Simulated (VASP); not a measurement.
# V (Im-3m) in VASP: single point with PBEsol

Aim: the single point of V with PBEsol.

Everything below comes from runs of VASP 6.6.1. Logs are shortened: lines on timing, memory, paths and dates and some standing lists are left out, and cuts for length are marked.

**1. The cell of the first run**

Symmetry: Im-3m, No. 229, cubic system. The conventional cell has a = 2.959 Å, b = 2.959 Å, c = 2.959 Å, α = 90.00°, β = 90.00°, γ = 90.00°. V (site symmetry m-3m) has 14 V at 2.56 to 2.96 Å within 3.4 Å.

**2. Single point, PBEsol**

File INCAR:

```
SYSTEM = V
ALGO = Normal
EDIFF = 1E-6
ENCUT = 500
GGA = PS
GGA_COMPAT = .False.
ISIF = 2
ISMEAR = 0
LASPH = .True.
LCHARG = .False.
LREAL = .False.
LWAVE = .False.
NBANDS = 12
NELM = 120
PREC = Accurate
SIGMA = 0.1
```

File KPOINTS:

```
k-points
0
Gamma
  8 8 8
  0 0 0
```

File POSCAR:

```
V
1.0
   -1.4795630796      1.4795630796      1.4795630796
    1.4795630796     -1.4795630796      1.4795630796
    1.4795630796      1.4795630796     -1.4795630796
V
1
Direct
    0.0000000000      0.0000000000      0.0000000000
```

Potentials or basis: VASP PAW PBE potentials, release 64 (V_sv).

The run is started by

```bash
$ cat potpaw_PBE.64/V_sv/POTCAR > POTCAR
$ mpirun -np 1 vasp_std > vasp.out
```

OUTCAR:

```text
SYSTEM = V
   EDIFF = 1E-6
   ENCUT = 500
   GGA = PS
   ISIF = 2
   ISMEAR = 0
   LASPH = .True.
   LREAL = .False.
   NELM = 120
   PREC = Accurate

 ion  position               nearest neighbor table
   1  0.000  0.000  0.000-

  LATTYP: Found a body centered cubic cell.
 ALAT       =     2.9591261592

  Lattice vectors:

 A1 = (  -1.4795630796,   1.4795630796,   1.4795630796)
 A2 = (   1.4795630796,  -1.4795630796,   1.4795630796)
 A3 = (   1.4795630796,   1.4795630796,  -1.4795630796)

Analysis of symmetry for initial positions (statically):
=====================================================================
 Subroutine PRICEL returns:
 Original cell was already a primitive cell.

 Routine SETGRP: Setting up the symmetry group for a
 body centered cubic supercell.

 Subroutine GETGRP returns: Found 48 space group operations
 (whereof 48 operations were pure point group operations)
 out of a pool of 48 trial point group operations.

The static configuration has the point symmetry O_h .

Analysis of symmetry for dynamics (positions and initial velocities):
=====================================================================
 Subroutine PRICEL returns:
 Original cell was already a primitive cell.

 Routine SETGRP: Setting up the symmetry group for a
 body centered cubic supercell.

 Subroutine GETGRP returns: Found 48 space group operations
 (whereof 48 operations were pure point group operations)
 out of a pool of 48 trial point group operations.

The dynamic configuration has the point symmetry O_h .

 Subroutine INISYM returns: Found 48 space group operations
 (whereof 48 operations are pure point group operations),
 and found     1 'primitive' translations

----------------------------------------------------------------------------------------

                                     Primitive cell

  volume of cell :      12.9557

  direct lattice vectors                    reciprocal lattice vectors
    -1.479563080  1.479563080  1.479563080     0.000000000  0.337937603  0.337937603
     1.479563080 -1.479563080  1.479563080     0.337937603  0.000000000  0.337937603
     1.479563080  1.479563080 -1.479563080     0.337937603  0.337937603  0.000000000

  length of vectors
     2.562678427  2.562678427  2.562678427     0.477915941  0.477915941  0.477915941

  position of ions in fractional coordinates (direct lattice)
     0.000000000  0.000000000  0.000000000

  ion indices of the primitive-cell ions
   primitive index   ion index
                 1           1

----------------------------------------------------------------------------------------

 KPOINTS: k-points

Automatic generation of k-mesh.
 Grid dimensions read from file:
 generate k-points for:    8    8    8

 Generating k-lattice:

  Cartesian coordinates                     Fractional coordinates (reciprocal lattice)
     0.000000000  0.042242200  0.042242200     0.125000000  0.000000000  0.000000000
     0.042242200  0.000000000  0.042242200     0.000000000  0.125000000  0.000000000
     0.042242200  0.042242200  0.000000000     0.000000000  0.000000000  0.125000000

  Length of vectors
     0.059739493  0.059739493  0.059739493

  Shift w.r.t. Gamma in fractional coordinates (k-lattice)
     0.000000000  0.000000000  0.000000000

 Subroutine IBZKPT returns following result:
 ===========================================

 Found     29 irreducible k-points:

 Following reciprocal coordinates:
            Coordinates               Weight
  0.000000  0.000000  0.000000      1.000000
  0.125000  0.000000  0.000000     12.000000
  0.250000  0.000000  0.000000     12.000000
  0.375000  0.000000  0.000000     12.000000
  0.500000  0.000000  0.000000      6.000000
  0.125000  0.125000  0.000000     24.000000
[... 16 lines left out ...]
 -0.250000  0.250000  0.250000      6.000000
 -0.375000  0.375000  0.250000     24.000000
 [... further k-points ...]
   k-points           NKPTS =     29   k-points in BZ     NKDIM =     29   number of bands    NBANDS=     12
   number of dos      NEDOS =    301   number of ions     NIONS =      1
   total plane-waves  NPLWV =   8000
   dimension x,y,z NGX =    20 NGY =   20 NGZ =   20
   dimension x,y,z NGXF=    40 NGYF=   40 NGZF=   40
   ions per type =               1
   NGX,Y,Z   is equivalent  to a cutoff of  12.97, 12.97, 12.97 a.u.
   NGXF,Y,Z  is equivalent  to a cutoff of  25.95, 25.95, 25.95 a.u.
 SYSTEM =  V
   PREC   = accura    normal or accurate (medium, high low for compatibility)
   ISTART =      0    job   : 0-new  1-cont  2-samecut
   ICHARG =      2    charge: 1-file 2-atom 10-const
   ISPIN  =      1    spin polarized calculation?
   LNONCOLLINEAR =      F non collinear calculations
   LSORBIT =      F    spin-orbit coupling
   LASPH  =      T    aspherical Exc in radial PAW
   ENCUT  =  500.0 eV  36.75 Ry    6.06 a.u.   4.67  4.67  4.67*2*pi/ulx,y,z
   NELM   =    120;   NELMIN=  2; NELMDL= -5     # of ELM steps
   EDIFF  = 0.1E-05   stopping-criterion for ELM
   LREAL  =      F    real-space projection
   EDIFFG = 0.1E-04   stopping-criterion for IOM
   NSW    =      0    number of steps for IOM
   IBRION =     -1    ionic relax: 0-MD 1-quasi-New 2-CG
   NFREE  =      0    steps in history (QN), initial steepest desc. (CG)
   ISIF   =      2    stress and relaxation
   ISYM   =      2    0-nonsym 1-usesym 2-fastsym
   POTIM  = 0.5000    time-step for ionic-motion
   TEBEG  =    0.0;   TEEND  =   0.0 temperature during run
   PSTRESS=    0.0 pullay stress
   NELECT =      13.0000    total number of electrons
   NUPDOWN=      -1.0000    fix difference up-down
   EMIN   =  10.00;   EMAX   =-10.00  energy-range for DOS
   EFERMI =   0.00;   METHOD = LEGACY
   ISMEAR =     0;   SIGMA  =   0.10  broadening in eV -4-tet -1-fermi 0-gaus
   EFERMI_NEDOS =   21; number of points for ismear=-14 and -15
   IALGO  =     38    algorithm
   IMIX   =      4    mixing-type and parameters
     AMIX     =   0.40;   BMIX     =  1.00
     AMIX_MAG =   1.60;   BMIX_MAG =  1.00
  volume/ion in A,a.u.               =      12.96        87.43
  Fermi-wavevector in a.u.,A,eV,Ry     =   1.638963  3.097191 36.547963  2.686200
  Thomas-Fermi vector in A             =   2.729848
   LORBIT       =      0    0 simple, 1 ext, 2 COOP (PROOUT), +10 PAW based schemes
   GGA     = PS    functional components
   LHFCALC =     F    Hartree Fock is set to
   AEXX    =    0.0000 exact exchange contribution
   IVDW    =     0    specifies the selected vdW correction
   LEPSILON=     F    determine dielectric tensor
   LRPA    =     F    only Hartree local field effects (RPA)
 non-spin polarized calculation
 Gauss-broadening in eV      SIGMA  =   0.10
  energy-cutoff  :      500.00
  volume of cell :       12.96
 maximum number of plane-waves:       370
   NGX =  9   NGY =  9   NGZ =  9

 number of electron      13.0000002 magnetization

 Free energy of the ion-electron system (eV)
  ---------------------------------------------------
  ext. energy  EPLUGINS =         0.00000000
  ---------------------------------------------------
  free energy    TOTEN  =        -9.65659172 eV

  energy without entropy =       -9.64844830  energy(sigma->0) =       -9.65252001

 E-fermi :  10.0660     XC(G=0): -13.2681

 val. band max:       10.0459811886   @ k =   0.2500   0.0000   0.0000
 cond. band min:      10.0731201777   @ k =  -0.2500   0.2500   0.1250
 fundamental gap:      0.0271389891
 Fermi energy:        10.0660276978

 k-point     1 :       0.0000    0.0000    0.0000
  band No.  band energies     occupation
      1     -53.3364      2.00000
      2     -26.6714      2.00000
      3     -26.6714      2.00000
      4     -26.6714      2.00000
      5       3.3739      2.00000
      6      10.5013      0.00000
      7      10.5013      0.00000
      8      10.5013      0.00000
      9      12.6085      0.00000
     10      12.6085      0.00000
     11      30.8411      0.00000
     12      30.8411      0.00000

 k-point     2 :       0.1250    0.0000    0.0000
  band No.  band energies     occupation
      1     -53.3025      2.00000
      2     -26.8292      2.00000
      3     -26.7192      2.00000
      4     -26.6727      2.00000
      5       4.0121      2.00000
      6      10.2295      0.02077
      7      10.4108      0.00000
      8      10.9697      0.00000
      9      12.3472      0.00000
     10      12.6300      0.00000
     11      29.8200      0.00000
     12      30.6352      0.00000

 k-point     3 :       0.2500    0.0000    0.0000
  band No.  band energies     occupation
      1     -53.2198      2.00000
      2     -27.2000      2.00000
      3     -26.8331      2.00000
      4     -26.6759      2.00000
      5       5.5762      2.00000
      6       9.6244      2.00000
      7      10.0460      1.22321
      8      12.2189      0.00000
      9      12.2687      0.00000
     10      12.7290      0.00000
     11      26.6955      0.00000
     12      28.9900      0.00000
[... 286 lines left out ...]
 k-point    23 :      -0.2500    0.2500    0.2500
  band No.  band energies     occupation
      1     -53.1212      2.00000
      2     -27.2217      2.00000
      3     -27.0106      2.00000
      4     -27.0106      2.00000
      5       7.1320      2.00000
      6       9.4281      2.00000
      7      10.9636      0.00000
      8      10.9636      0.00000
      9      12.1458      0.00000
     10      13.8908      0.00000
     11      27.8608      0.00000
     12      28.2996      0.00000

 k-point    24 :      -0.3750    0.3750    0.2500
  band No.  band energies     occupation
      1     -53.0506      2.00000
      2     -27.4316      2.00000
      3     -27.1335      2.00000
      4     -27.0427      2.00000
      5       7.7675      2.00000
      6       8.4808      2.00000
      7      10.9767      0.00000
      8      11.6012      0.00000
      9      13.4191      0.00000
     10      15.3425      0.00000
     11      23.7231      0.00000
     12      26.0114      0.00000

 [... further k-points ...]
[... 5 lines left out ...]
  --------------------------------------------------------------------------------------
  -------------------------------------------------------------------------------------
  Total       -0.1143882     -0.1143882     -0.1143882     -0.0000000     -0.0000000      0.0000000
  in kB      -14.1459254    -14.1459254    -14.1459254     -0.0000000     -0.0000000      0.0000000
  external PRESSURE =     -14.1459254 kB  Pullay stress =       0.0000000 kB

 VOLUME and BASIS-vectors are now :
 -----------------------------------------------------------------------------
  energy-cutoff  :      500.00
  volume of cell :       12.96
      direct lattice vectors                 reciprocal lattice vectors
    -1.479563080  1.479563080  1.479563080     0.000000000  0.337937603  0.337937603
     1.479563080 -1.479563080  1.479563080     0.337937603  0.000000000  0.337937603
     1.479563080  1.479563080 -1.479563080     0.337937603  0.337937603  0.000000000

 POSITION                                       TOTAL-FORCE (eV/Angst)
 -----------------------------------------------------------------------------------
      0.00000      0.00000      0.00000        -0.000000      0.000000      0.000000
 -----------------------------------------------------------------------------------
    total drift:                                0.000000     -0.000000      0.000000

  FREE ENERGIE OF THE ION-ELECTRON SYSTEM (eV)
  ---------------------------------------------------
  free  energy   TOTEN  =        -9.6565917183 eV

  energy  without entropy=       -9.6484482961  energy(sigma->0) =       -9.65252001
```

Run time: 3.1 s. Hardware: 1 thread of AMD EPYC 9R45 (Zen 5), shared host; peak memory 0.09 GiB.

Results:

| Quantity | Value |
| --- | --- |
| Free energy | -9.6566 eV |
| Pressure | -1.4 GPa |

Caveat: the k points lie up to 0.38 Å⁻¹ apart; the PAW data sets were made with another functional, which shifts forces and pressure a little.
